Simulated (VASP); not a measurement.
# CoO in VASP: a series of runs

CoO is run at these levels: PBE; tasks: single point.

Program: VASP 6.6.1. These are calculated values, not measurements. Logs are shortened: lines on timing, memory, paths and dates and some standing lists are left out, and cuts for length are marked.

## Step 1: The cell of the first run

The typed cell holds 4 atoms: a = 3.198 Å, b = 3.198 Å, c = 5.229 Å, α = 90.00°, β = 90.00°, γ = 120.00°.

## Step 2: Single point, PBE, collinear spin, antiferromagnetic start

File INCAR:

```
SYSTEM = CoO
PREC = Accurate
ENCUT = 520
EDIFF = 1E-7
ISMEAR = 0
SIGMA = 0.1
LREAL = .FALSE.
LASPH = .TRUE.
NELM = 150
ALGO = Normal
ISIF = 2
LWAVE = .FALSE.
LCHARG = .TRUE.
ISPIN = 2
MAGMOM = -3 3 0 0
LORBIT = 11
LMAXMIX = 4
GGA = PE
LELF = .TRUE.
LVHAR = .TRUE.
NBANDS = 27
```

File KPOINTS:

```
Automatic mesh
0
G
  6 6 4
  0 0 0
```

File POSCAR:

```
CoO
1.0
    3.1976457435      0.0000000000      0.0000000000
   -1.5988228718      2.7692424462      0.0000000000
    0.0000000000      0.0000000000      5.2287097100
Co O
2 2
Direct
    0.0000000000      0.0000000000      0.0034741400
    0.3333333300      0.6666666700      0.5033624100
    0.0000000000      0.0000000000      0.3716088500
    0.3333333300      0.6666666700      0.8715556000
```

Potentials or basis: VASP PAW PBE potentials, release 64 (Co, O).

Started as:

```console
> cat potpaw_PBE.64/Co/POTCAR potpaw_PBE.64/O/POTCAR > POTCAR
> mpirun -np 1 vasp_std > vasp.out
```

OUTCAR:

```text
SYSTEM = CoO
   PREC = Accurate
   ENCUT = 520
   EDIFF = 1E-7
   ISMEAR = 0
   LREAL = .FALSE.
   LASPH = .TRUE.
   NELM = 150
   ISIF = 2
   ISPIN = 2
   LORBIT = 11
   GGA = PE

 ion  position               nearest neighbor table
   1  0.000  0.000  0.003-   3 1.92   4 1.97   4 1.97   4 1.97
   2  0.333  0.667  0.503-   4 1.93   3 1.97   3 1.97   3 1.97
   3  0.000  0.000  0.372-   1 1.92   2 1.97   2 1.97   2 1.97
   4  0.333  0.667  0.872-   2 1.93   1 1.97   1 1.97   1 1.97

  LATTYP: Found a hexagonal cell.
 ALAT       =     3.1976457435
 C/A-ratio  =     1.6351747909

  Lattice vectors:

 A1 = (   3.1976457435,   0.0000000000,   0.0000000000)
 A2 = (  -1.5988228718,   2.7692424462,   0.0000000000)
 A3 = (   0.0000000000,   0.0000000000,   5.2287097100)

Analysis of symmetry for initial positions (statically):
=====================================================================
 Subroutine PRICEL returns:
 Original cell was already a primitive cell.

 Routine SETGRP: Setting up the symmetry group for a
 hexagonal supercell.

 Subroutine GETGRP returns: Found  6 space group operations
 (whereof  6 operations were pure point group operations)
 out of a pool of 24 trial point group operations.

The static configuration has the point symmetry C_3v.

Analysis of symmetry for dynamics (positions and initial velocities):
=====================================================================
 Subroutine PRICEL returns:
 Original cell was already a primitive cell.

 Routine SETGRP: Setting up the symmetry group for a
 hexagonal supercell.

 Subroutine GETGRP returns: Found  6 space group operations
 (whereof  6 operations were pure point group operations)
 out of a pool of 24 trial point group operations.

The dynamic configuration has the point symmetry C_3v.

Analysis of structural, dynamic, and magnetic symmetry:
=====================================================================
 Subroutine PRICEL returns:
 Original cell was already a primitive cell.

 Routine SETGRP: Setting up the symmetry group for a
 hexagonal supercell.

 Subroutine GETGRP returns: Found  6 space group operations
 (whereof  6 operations were pure point group operations)
 out of a pool of 24 trial point group operations.

The overall configuration has the point symmetry C_3v.

 Subroutine INISYM returns: Found  6 space group operations
 (whereof  6 operations are pure point group operations),
 and found     1 'primitive' translations

----------------------------------------------------------------------------------------

                                     Primitive cell

  volume of cell :      46.3005

  direct lattice vectors                    reciprocal lattice vectors
     3.197645743  0.000000000  0.000000000     0.312730077  0.180554794  0.000000000
    -1.598822872  2.769242446  0.000000000     0.000000000  0.361109588  0.000000000
     0.000000000  0.000000000  5.228709710     0.000000000  0.000000000  0.191251773

  length of vectors
     3.197645743  3.197645744  5.228709710     0.361109588  0.361109588  0.191251773

  position of ions in fractional coordinates (direct lattice)
     0.000000000  0.000000000  0.003474140
     0.333333330  0.666666670  0.503362410
     0.000000000  0.000000000  0.371608850
     0.333333330  0.666666670  0.871555600

  ion indices of the primitive-cell ions
   primitive index   ion index
                 1           1
                 2           2
                 3           3
                 4           4

----------------------------------------------------------------------------------------

 KPOINTS: Automatic mesh

Automatic generation of k-mesh.
 Grid dimensions read from file:
 generate k-points for:    6    6    4

 Generating k-lattice:

  Cartesian coordinates                     Fractional coordinates (reciprocal lattice)
     0.052121680  0.030092466  0.000000000     0.166666667 -0.000000000  0.000000000
     0.000000000  0.060184931  0.000000000     0.000000000  0.166666667  0.000000000
     0.000000000  0.000000000  0.047812943     0.000000000  0.000000000  0.250000000

  Length of vectors
     0.060184931  0.060184931  0.047812943

  Shift w.r.t. Gamma in fractional coordinates (k-lattice)
     0.000000000  0.000000000  0.000000000

 Subroutine IBZKPT returns following result:
 ===========================================

 Found     24 irreducible k-points:

 Following reciprocal coordinates:
            Coordinates               Weight
  0.000000  0.000000  0.000000      1.000000
  0.166667  0.000000  0.000000      6.000000
  0.333333  0.000000  0.000000      6.000000
  0.500000  0.000000  0.000000      3.000000
  0.166667  0.166667  0.000000      6.000000
  0.333333  0.166667  0.000000     12.000000
[... 16 lines left out ...]
  0.333333  0.166667  0.500000     12.000000
  0.333333  0.333333  0.500000      2.000000
   k-points           NKPTS =     24   k-points in BZ     NKDIM =     24   number of bands    NBANDS=     27
   number of dos      NEDOS =    301   number of ions     NIONS =      4
   total plane-waves  NPLWV =  23040
   dimension x,y,z NGX =    24 NGY =   24 NGZ =   40
   dimension x,y,z NGXF=    48 NGYF=   48 NGZF=   80
   ions per type =               2   2
   NGX,Y,Z   is equivalent  to a cutoff of  12.48, 12.48, 12.72 a.u.
   NGXF,Y,Z  is equivalent  to a cutoff of  24.96, 24.96, 25.44 a.u.
 SYSTEM =  CoO
   PREC   = accura    normal or accurate (medium, high low for compatibility)
   ISTART =      0    job   : 0-new  1-cont  2-samecut
   ICHARG =      2    charge: 1-file 2-atom 10-const
   ISPIN  =      2    spin polarized calculation?
   LNONCOLLINEAR =      F non collinear calculations
   LSORBIT =      F    spin-orbit coupling
   LASPH  =      T    aspherical Exc in radial PAW
   ENCUT  =  520.0 eV  38.22 Ry    6.18 a.u.   5.95  5.95  9.72*2*pi/ulx,y,z
   NELM   =    150;   NELMIN=  2; NELMDL= -5     # of ELM steps
   EDIFF  = 0.1E-06   stopping-criterion for ELM
   LREAL  =      F    real-space projection
   EDIFFG = 0.1E-05   stopping-criterion for IOM
   NSW    =      0    number of steps for IOM
   IBRION =     -1    ionic relax: 0-MD 1-quasi-New 2-CG
   NFREE  =      0    steps in history (QN), initial steepest desc. (CG)
   ISIF   =      2    stress and relaxation
   ISYM   =      2    0-nonsym 1-usesym 2-fastsym
   POTIM  = 0.5000    time-step for ionic-motion
   TEBEG  =    0.0;   TEEND  =   0.0 temperature during run
   PSTRESS=    0.0 pullay stress
   NELECT =      30.0000    total number of electrons
   NUPDOWN=      -1.0000    fix difference up-down
   EMIN   =  10.00;   EMAX   =-10.00  energy-range for DOS
   EFERMI =   0.00;   METHOD = LEGACY
   ISMEAR =     0;   SIGMA  =   0.10  broadening in eV -4-tet -1-fermi 0-gaus
   EFERMI_NEDOS =   21; number of points for ismear=-14 and -15
   IALGO  =     38    algorithm
   IMIX   =      4    mixing-type and parameters
     AMIX     =   0.40;   BMIX     =  1.00
     AMIX_MAG =   1.60;   BMIX_MAG =  1.00
  volume/ion in A,a.u.               =      11.58        78.11
  Fermi-wavevector in a.u.,A,eV,Ry     =   1.416620  2.677023 27.304329  2.006812
  Thomas-Fermi vector in A             =   2.537935
   LORBIT       =     11    0 simple, 1 ext, 2 COOP (PROOUT), +10 PAW based schemes
   GGA     = PE    functional components
   LHFCALC =     F    Hartree Fock is set to
   AEXX    =    0.0000 exact exchange contribution
   IVDW    =     0    specifies the selected vdW correction
   LEPSILON=     F    determine dielectric tensor
   LRPA    =     F    only Hartree local field effects (RPA)
 spin polarized calculation
 Gauss-broadening in eV      SIGMA  =   0.10
  energy-cutoff  :      520.00
  volume of cell :       46.30
 maximum number of plane-waves:      1272
   NGX = 11   NGY = 11   NGZ = 19

 number of electron      30.0000008 magnetization       0.0526287

 number of electron      30.0000008 magnetization      -0.0002110

 Free energy of the ion-electron system (eV)
  ---------------------------------------------------
  ext. energy  EPLUGINS =         0.00000000
  ---------------------------------------------------
  free energy    TOTEN  =       -26.77872921 eV

  energy without entropy =      -26.77466396  energy(sigma->0) =      -26.77669659

 E-fermi :   6.1691     XC(G=0): -11.1034

 val. band max:        6.1146984471   @ k =   0.3333   0.3333   0.0000
 cond. band min:       6.2411894268   @ k =   0.5000   0.0000   0.0000
 fundamental gap:      0.1264909797
 Fermi energy:         6.1691373062

 spin component 1

 k-point     1 :       0.0000    0.0000    0.0000
  band No.  band energies     occupation
      1     -13.7800      1.00000
      2     -13.0829      1.00000
      3      -0.8029      1.00000
      4       0.2313      1.00000
      5       0.2313      1.00000
      6       0.3116      1.00000
[... 19 lines left out ...]
     26      21.0995      0.00000
     27      22.6768      0.00000

 k-point     2 :       0.1667    0.0000    0.0000
  band No.  band energies     occupation
      1     -13.6478      1.00000
      2     -13.0209      1.00000
      3      -0.5487      1.00000
      4      -0.0558      1.00000
      5       0.3187      1.00000
      6       0.4019      1.00000
[... 19 lines left out ...]
     26      21.3614      0.00000
     27      21.4282      0.00000

 k-point     3 :       0.3333    0.0000    0.0000
  band No.  band energies     occupation
      1     -13.3633      1.00000
      2     -12.9063      1.00000
      3      -0.5351      1.00000
      4      -0.0054      1.00000
      5       0.2367      1.00000
      6       0.4842      1.00000
[... 593 lines left out ...]
  band No.  band energies     occupation
      1     -13.1685      1.00000
      2     -12.8823      1.00000
      3      -0.6921      1.00000
      4      -0.5262      1.00000
      5       0.2674      1.00000
      6       0.5951      1.00000
[... 19 lines left out ...]
     26      20.4091      0.00000
     27      22.7435      0.00000

 k-point    24 :       0.3333    0.3333    0.5000
  band No.  band energies     occupation
      1     -13.1182      1.00000
      2     -12.8304      1.00000
      3      -0.3456      1.00000
      4      -0.2300      1.00000
      5      -0.1166      1.00000
      6       0.2785      1.00000
[... 19 lines left out ...]
     26      21.1194      0.00000
     27      23.2786      0.00000
 Fermi energy:         6.1691373062

 spin component 2

 k-point     1 :       0.0000    0.0000    0.0000
  band No.  band energies     occupation
      1     -13.7788      1.00000
      2     -13.0844      1.00000
      3      -0.8026      1.00000
      4       0.2351      1.00000
      5       0.2351      1.00000
      6       0.3107      1.00000
[... 19 lines left out ...]
     26      21.0989      0.00000
     27      22.6769      0.00000

 k-point     2 :       0.1667    0.0000    0.0000
  band No.  band energies     occupation
      1     -13.6464      1.00000
      2     -13.0224      1.00000
      3      -0.5482      1.00000
      4      -0.0528      1.00000
      5       0.3222      1.00000
      6       0.4010      1.00000
[... 19 lines left out ...]
     26      21.3614      0.00000
     27      21.4284      0.00000

 k-point     3 :       0.3333    0.0000    0.0000
  band No.  band energies     occupation
      1     -13.3613      1.00000
      2     -12.9085      1.00000
      3      -0.5328      1.00000
      4      -0.0063      1.00000
      5       0.2357      1.00000
      6       0.4870      1.00000
[... 594 lines left out ...]
      1     -13.1651      1.00000
      2     -12.8858      1.00000
      3      -0.6906      1.00000
      4      -0.5272      1.00000
      5       0.2688      1.00000
      6       0.5938      1.00000
[... 19 lines left out ...]
     26      20.4089      0.00000
     27      22.7481      0.00000

 k-point    24 :       0.3333    0.3333    0.5000
  band No.  band energies     occupation
      1     -13.1149      1.00000
      2     -12.8339      1.00000
      3      -0.3455      1.00000
      4      -0.2299      1.00000
      5      -0.1145      1.00000
      6       0.2761      1.00000
[... 19 lines left out ...]
     26      21.1182      0.00000
     27      23.2804      0.00000

------------------------ aborting loop because EDIFF is reached ----------------------------------------

  FORCE on cell =-STRESS in cart. coord.  units (eV):
  Direction    XX          YY          ZZ          XY          YZ          ZX
  --------------------------------------------------------------------------------------
  -------------------------------------------------------------------------------------
  Total       -0.1984017     -0.1984017     -0.0460494      0.0000000      0.0000000     -0.0000000
  in kB       -6.8654691     -6.8654691     -1.5934877      0.0000000      0.0000000     -0.0000000
  external PRESSURE =      -5.1081420 kB  Pullay stress =       0.0000000 kB

 VOLUME and BASIS-vectors are now :
 -----------------------------------------------------------------------------
  energy-cutoff  :      520.00
  volume of cell :       46.30
      direct lattice vectors                 reciprocal lattice vectors
     3.197645743  0.000000000  0.000000000     0.312730077  0.180554794  0.000000000
    -1.598822872  2.769242446  0.000000000     0.000000000  0.361109588  0.000000000
     0.000000000  0.000000000  5.228709710     0.000000000  0.000000000  0.191251773

 POSITION                                       TOTAL-FORCE (eV/Angst)
 -----------------------------------------------------------------------------------
      0.00000      0.00000      0.01817        -0.000000      0.000000      0.172899
     -0.00000      1.84616      2.63194        -0.000000      0.000000      0.179947
      0.00000      0.00000      1.94303        -0.000000      0.000000     -0.177147
     -0.00000      1.84616      4.55711         0.000000     -0.000000     -0.175699
 -----------------------------------------------------------------------------------
    total drift:                                0.000018     -0.000011     -0.000674

  FREE ENERGIE OF THE ION-ELECTRON SYSTEM (eV)
  ---------------------------------------------------
  free  energy   TOTEN  =       -26.7787292148 eV

  energy  without entropy=      -26.7746639570  energy(sigma->0) =      -26.77669659

 total charge

# of ion       s       p       d       tot
------------------------------------------
    1        0.344   0.430   7.215   7.989
    2        0.344   0.430   7.215   7.990
    3        1.552   3.439   0.000   4.991
    4        1.552   3.439   0.000   4.991
--------------------------------------------------
tot          3.792   7.738  14.430  25.961

 magnetization (x)

# of ion       s       p       d       tot
------------------------------------------
    1       -0.009  -0.043  -2.247  -2.299
    2        0.009   0.043   2.247   2.299
    3        0.011   0.142   0.000   0.153
    4       -0.011  -0.142   0.000  -0.153
--------------------------------------------------
tot          0.000  -0.000  -0.000  -0.000
```

It took 60 s on 1 thread of Intel Xeon 6975P-C (Granite Rapids), shared host; peak memory 0.19 GiB.

Results:

* Free energy: -26.7787 eV
* Pressure: -0.5 GPa
* Largest force: 0.180 eV/Å
* Band gap on the k mesh: 0.13 eV, indirect (least direct gap 0.24 eV)
* Net moment: 0.00 μB per cell
* Site moments: Co -2.30, +2.30; O +0.15, -0.15 μB
* Valence electrons inside the program's atomic spheres: Co 7.99; O 4.99

Forces in eV/Å, atoms in the order of the input:
```
Co   0.000  0.000  0.173
Co   0.000  0.000  0.180
O    0.000  0.000 -0.177
O    0.000  0.000 -0.176
```

Levels at points of the mesh, in eV from the valence-band top:
Spin up:
| k point | band 12 | band 13 | band 14 | band 15 | band 16 | band 17 | band 18 | band 19 |
| --- | --- | --- | --- | --- | --- | --- | --- | --- |
| (0.00, 0.00, 0.00) | -1.03 | -1.03 | -0.07 | -0.07 | 0.27 | 1.67 | 2.13 | 2.13 |
| (0.50, 0.00, 0.00) | -1.81 | -1.41 | -0.36 | -0.11 | 0.13 | 0.86 | 1.39 | 5.83 |
| (0.00, 0.00, 0.50) | -1.00 | -1.00 | -0.02 | -0.02 | 1.01 | 2.01 | 2.01 | 2.66 |
| (0.50, 0.00, 0.50) | -1.46 | -1.30 | -0.42 | -0.31 | 0.27 | 1.00 | 1.28 | 5.46 |
Spin down:
```
           k point  band 11  band 12  band 13  band 14  band 15  band 16  band 17  band 18  band 19  band 20
(0.00, 0.00, 0.00)    -1.70    -1.03    -1.03    -0.07    -0.07     0.27     1.67     2.13     2.13     5.60
(0.50, 0.00, 0.00)    -1.95    -1.81    -1.41    -0.36    -0.11     0.13     0.86     1.39     5.83     6.19
(0.00, 0.00, 0.50)    -1.34    -1.00    -1.00    -0.02    -0.02     1.01     2.01     2.01     2.66     3.15
(0.50, 0.00, 0.50)    -1.87    -1.46    -1.30    -0.42    -0.31     0.27     1.00     1.28     5.46     5.92
```

A k mesh can miss the band edges.

## Step 3: Single point, PBE, collinear spin, antiferromagnetic start

This run uses another cell than the first one, of 11.49 Å³/atom, 0.992 times its volume.

File INCAR:

```
SYSTEM = CoO
PREC = Accurate ; ENCUT = 520
EDIFF = 1E-7 ; ISMEAR = 0
SIGMA = 0.01 ; LREAL = .FALSE.
LASPH = .TRUE. ; NELM = 150
ALGO = Normal ; ISIF = 2
LWAVE = .FALSE. ; LCHARG = .FALSE.
ISPIN = 2 ; MAGMOM = -2.32 2.32 0.17 -0.17
LORBIT = 11 ; LMAXMIX = 4
GGA = PE ; NBANDS = 27
```

File KPOINTS:

```
regular mesh
0
G
  12 12 8
  0 0 0
```

File POSCAR:

```
CoO
1.0
    3.1673863586      0.0000000000      0.0000000000
   -1.5836931793      2.7430370502      0.0000000000
    0.0000000000      0.0000000000      5.2885020630
Co O
2 2
Direct
    0.0000000000      0.0000000000      0.0071360796
    0.3333333333      0.6666666667      0.5071361012
    0.0000000000      0.0000000000      0.3678642996
    0.3333333333      0.6666666667      0.8678645196
```

Potentials or basis: VASP PAW PBE potentials, release 64 (Co, O).

Started as:

```console
> cat potpaw_PBE.64/Co/POTCAR potpaw_PBE.64/O/POTCAR > POTCAR
> mpirun -np 1 vasp_std > vasp.out
```

Wall time 3.5 min (1 thread of Intel Xeon Platinum 8488C (Sapphire Rapids), shared host); peak memory 0.29 GiB.

It converged, with:

- Free energy: -26.7885 eV
- Pressure: 0.0 GPa
- Largest force: 0.004 eV/Å
- Band gap on the k mesh: 0.14 eV, indirect (least direct gap 0.23 eV)
- Net moment: 0.00 μB per cell
- Site moments: Co -2.28, +2.28; O +0.15, -0.15 μB
- Valence electrons inside the program's atomic spheres: Co 8.00; O 4.99

Forces on the atoms (eV/Å):
```
Co   0.000  0.000 -0.004
Co   0.000  0.000 -0.004
O    0.000  0.000  0.004
O    0.000  0.000  0.004
```

Levels at points of the mesh, in eV from the valence-band top:
Spin up:
| k point | band 13 | band 14 | band 15 | band 16 | band 17 | band 18 |
| --- | --- | --- | --- | --- | --- | --- |
| (0.00, 0.00, 0.00) | -1.02 | -0.05 | -0.05 | 0.28 | 1.76 | 2.13 |
| (0.50, 0.00, 0.00) | -1.36 | -0.27 | -0.09 | 0.14 | 0.86 | 1.46 |
| (0.00, 0.00, 0.50) | -0.99 | 0.00 | 0.00 | 0.93 | 1.99 | 1.99 |
| (0.50, 0.00, 0.50) | -1.21 | -0.41 | -0.23 | 0.31 | 0.98 | 1.34 |
Spin down:
```tsv
k point	band 13	band 14	band 15	band 16	band 17	band 18
(0.00, 0.00, 0.00)	-1.02	-0.05	-0.05	0.28	1.76	2.13
(0.50, 0.00, 0.00)	-1.36	-0.27	-0.09	0.14	0.86	1.46
(0.00, 0.00, 0.50)	-0.99	0.00	0.00	0.93	1.99	1.99
(0.50, 0.00, 0.50)	-1.21	-0.41	-0.23	0.31	0.98	1.34
```

A k mesh can miss the band edges.
